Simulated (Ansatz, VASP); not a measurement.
Two plane-wave programs on BeS

The input INCAR:

```
  ALGO = Normal
  EDIFF = 1E-6
  ENCUT = 600
  GGA = PE
  GGA_COMPAT = False
  ISIF = 2
  ISMEAR = 0
  LASPH = True
  LCHARG = False
  LREAL = False
  LWAVE = False
  NBANDS = 11
  NELM = 120
  PREC = Accurate
  SIGMA = 0.1
```

File KPOINTS:

```
k-points
0
Gamma
  6 6 6
```

The input POSCAR:

```
BeS
1.0
    0.0000000000      2.4351516489      2.4351516489
    2.4351516489      0.0000000000      2.4351516489
    2.4351516489      2.4351516489      0.0000000000
Be S
1 1
Direct
    0.0000000000      0.0000000000      0.0000000000
    0.7500000000      0.7500000000      0.7500000000
```

Input for Ansatz:

```yaml
crystal:
  lattice:
    - [0.0, 2.4351516489, 2.4351516489]
    - [2.4351516489, 0.0, 2.4351516489]
    - [2.4351516489, 2.4351516489, 0.0]
  atoms:
    - { symbol: Be, position: [0.0, 0.0, 0.0] }
    - { symbol: S, position: [0.75, 0.75, 0.75] }
basis:
  ecutwfc: 420
kpoints:
  mp_grid: { grid: [6, 6, 6] }
hamiltonian:
  xc: pbe
scf:
  occupations: { method: gaussian, width: 0.1 }
output:
  forces: true
  stress: true
  eigenvalues: true
```

Alike in both runs: task single point; functional PBE; k mesh 6 × 6 × 6; occupations gaussian, width 0.1 eV; no spin polarisation.

```csv
,VASP,Ansatz
version,VASP 6.6.1,Ansatz 0.2.0
potentials or method,"VASP PAW PBE potentials, release 64 (Be, S), cutoff 600 eV","scalar-relativistic, plane waves, PAW"
valence electrons in the cell,8,8
```

Ansatz gave:

```
gap on the k mesh at the Fermi level (eV) : 3.14
least direct gap on the mesh (eV)         : 5.66
pressure (GPa)                            : 0.4
```

**Question.** Which values does VASP return?

**Answer.** gap on the k mesh at the Fermi level (eV): 3.14; least direct gap on the mesh (eV): 5.67; pressure (GPa): 0.4.
